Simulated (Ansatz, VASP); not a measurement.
# One calculation of BN, two programs

Contents of POSCAR:

```
BN
1.0
    2.4676475277      0.0000000000      0.0000000000
   -1.2338237638      2.1370454466      0.0000000000
    0.0000000000      0.0000000000      4.0815125866
B N
2 2
Direct
    0.6666666667      0.3333333333      0.9997995909
    0.3333333333      0.6666666667      0.4997995909
    0.6666666667      0.3333333333      0.6252004091
    0.3333333333      0.6666666667      0.1252004091
```

INCAR.step1

```
PREC = Accurate
ENCUT = 520
ISMEAR = 0
SIGMA = 0.05
LREAL = False
LASPH = True
NELM = 60
NBANDS = 16
GGA = PE
ALGO = Normal
EDIFF = 1E-4
LWAVE = True
LCHARG = False
```

File INCAR.step2:

```
PREC = Accurate
ENCUT = 520
EDIFF = 1E-6
ISMEAR = 0
SIGMA = 0.05
LREAL = False
LASPH = True
NELM = 60
ALGO = Normal
ISIF = 2
LWAVE = False
LCHARG = False
METAGGA = R2SCAN
LMIXTAU = True
NBANDS = 16
ISTART = 1
```

The input KPOINTS:

```
regular mesh
0
Gamma
  12 12 6
```

Input for Ansatz:

```yaml
crystal:
  lattice:
    - [2.4676475277, 0.0, 0.0]
    - [-1.2338237638, 2.1370454466, 0.0]
    - [0.0, 0.0, 4.0815125866]
  atoms:
    - { symbol: B, position: [0.6666666667, 0.3333333333, 0.9997995909] }
    - { symbol: B, position: [0.3333333333, 0.6666666667, 0.4997995909] }
    - { symbol: "N", position: [0.6666666667, 0.3333333333, 0.6252004091] }
    - { symbol: "N", position: [0.3333333333, 0.6666666667, 0.1252004091] }
basis:
  ecutwfc: 500
kpoints:
  mp_grid: { grid: [12, 12, 6] }
hamiltonian:
  xc: r2scan
scf:
  occupations: { method: gaussian, width: 0.05 }
output:
  forces: true
  stress: true
  eigenvalues: true
```

Change from the starting cell: strain -0.030 along x and y, -0.030 along z, atoms carried along.

Alike in both runs: task single point; functional r2SCAN; k mesh 12 × 12 × 6; occupations gaussian, width 0.05 eV; no spin polarisation.

|  | VASP | Ansatz |
| --- | --- | --- |
| version | VASP 6.6.1 | Ansatz 0.2.0 |
| potentials or method | VASP PAW PBE potentials, release 64 (B, N), cutoff 520 eV | scalar-relativistic, plane waves, PAW |
| valence electrons in the cell | 16 | 16 |

VASP gave:

* gap on the k mesh at the Fermi level (eV): 5.57
* least direct gap on the mesh (eV): 9.43
* pressure (GPa): 43.8
* traceless stress, the component that is largest in VASP (GPa): 0.37
* rms of the force components (eV/Å): 0.047

**Question.** What did Ansatz give for the same quantities?

**Answer.** gap on the k mesh at the Fermi level (eV): 5.61; least direct gap on the mesh (eV): 9.47; pressure (GPa): 42.3; traceless stress, the component that is largest in VASP (GPa): 0.34; rms of the force components (eV/Å): 0.045.

VASP's potentials were made for PBE, not for r2SCAN. Atom by atom the forces differ by 0.002 eV/Å (rms over components). Both programs put the cell under a high pressure, so it lies far from rest at this level. With one functional, cell and mesh, what is left measures potentials, basis and numerics.
